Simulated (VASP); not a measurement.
Input of a VASP 6.6.1 run:

File INCAR:

```
ALGO = Normal
EDIFF = 1E-7
EDIFFG = -0.03
ENCUT = 520
GGA = RE
GGA_COMPAT = F
IBRION = 2
ISIF = 2
ISMEAR = 0
IVDW = 12
LASPH = T
LCHARG = F
LREAL = F
LWAVE = F
NELM = 120
NELMDL = -8
NELMIN = 4
NSW = 100
PREC = Accurate
SIGMA = 0.005
```

File KPOINTS:

```
k-points
0
Gamma
  1 1 1
```

POSCAR

```
HC
1.0
   12.7048579379      0.0000000000      0.0000000000
    0.0000000000     13.2048579379      0.0000000000
    0.0000000000      0.0000000000     13.7048579379
C H
2 2
Direct
    0.4715188700      0.5224566100      0.4725301800
    0.5348723500      0.4877187200      0.5289157200
    0.4153004000      0.5532027000      0.4224472300
    0.5909782500      0.4569033000      0.5790675300
```

Potentials or basis: VASP PAW PBE potentials, release 64 (C, H).

Launch:

```sh
$ cat potpaw_PBE.64/C/POTCAR potpaw_PBE.64/H/POTCAR > POTCAR
$ mpirun -np 1 vasp_gam > vasp.out
```

(1) Estimate the dispersion energy per atom.

(2) Estimate the energy gained by relaxing.

## Answers

(1) -0.024 eV.

(2) 0.2 meV/atom.
